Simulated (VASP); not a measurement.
Set up this calculation in VASP 6.6.1, as the native input.

* Task: single point
* Functional: PBE
* Potentials or basis: VASP PAW PBE potentials, release 64 (Sc_sv, B)
* Cutoff: 520 eV
* k mesh: 3 × 3 × 4
* Occupations: gaussian, width 0.1 eV
* Spin: collinear spin
* Starting moments: [1.0, 1.0, 0.0, 0.0, 0.0, 0.0, 0.0, 0.0, 0.0, 0.0] μB
* Dipole correction: no
* Further INCAR settings: ALGO = Normal; EDIFF = 1e-06; NBANDS = 38

The structure of ScB4 lies in POSCAR:

```
ScB4
1.0
    6.0663799675      0.0000000000      0.0000000000
   -3.0331899838      5.2536391609      0.0000000000
    0.0000000000      0.0000000000      4.2129580709
Sc B
2 8
Direct
    0.3333333333      0.6666666667      0.0000000000
    0.6666666667      0.3333333333      0.0000000000
    0.4255992635      0.8511985270      0.5000000000
    0.1488014730      0.5744007365      0.5000000000
    0.4255992635      0.5744007365      0.5000000000
    0.5744007365      0.1488014730      0.5000000000
    0.8511985270      0.4255992635      0.5000000000
    0.5744007365      0.4255992635      0.5000000000
    0.0000000000      0.0000000000      0.2048302800
    0.0000000000      0.0000000000      0.7951697200
```

The cell was generated, and may not be a known phase.

The input as run:

INCAR

```
SYSTEM = ScB4
ALGO = Normal ; EDIFF = 1E-6
ENCUT = 520 ; GGA = PE
ISIF = 2 ; ISMEAR = 0
ISPIN = 2 ; LASPH = .True.
LCHARG = .True. ; LELF = .True.
LMAXMIX = 4 ; LORBIT = 11
LREAL = .False. ; LVHAR = .True.
LWAVE = .False. ; MAGMOM = 1 1 0 0 0 0 0 0 0 0
NBANDS = 38 ; NELM = 150
PREC = Accurate ; SIGMA = 0.1
```

KPOINTS

```
k-points
0
Gamma
  3 3 4
  0 0 0
```

Potentials or basis: VASP PAW PBE potentials, release 64 (Sc_sv, B).

Launch:

```bash
$ cat potpaw_PBE.64/Sc_sv/POTCAR potpaw_PBE.64/B/POTCAR > POTCAR
$ mpirun -np 1 vasp_std > vasp.out
```

Results of the run:

The pressure is 0.2 GPa and the largest force is 0.071 eV/Å. The band gap on the k mesh is zero (filled and empty bands overlap) and the net moment is 0.00 μB per cell. The valence electrons inside the program's atomic spheres are Sc 9.57; B 2.05, 1.45 (each value once).

Caveat: the k points lie up to 0.40 Å⁻¹ apart, too coarse for converged energies and pressures of a metal.

Wall time 3.2 min on 1 thread of Oxide Virtual Turin-like Processor, with other jobs on the host, peak memory 0.31 GiB.
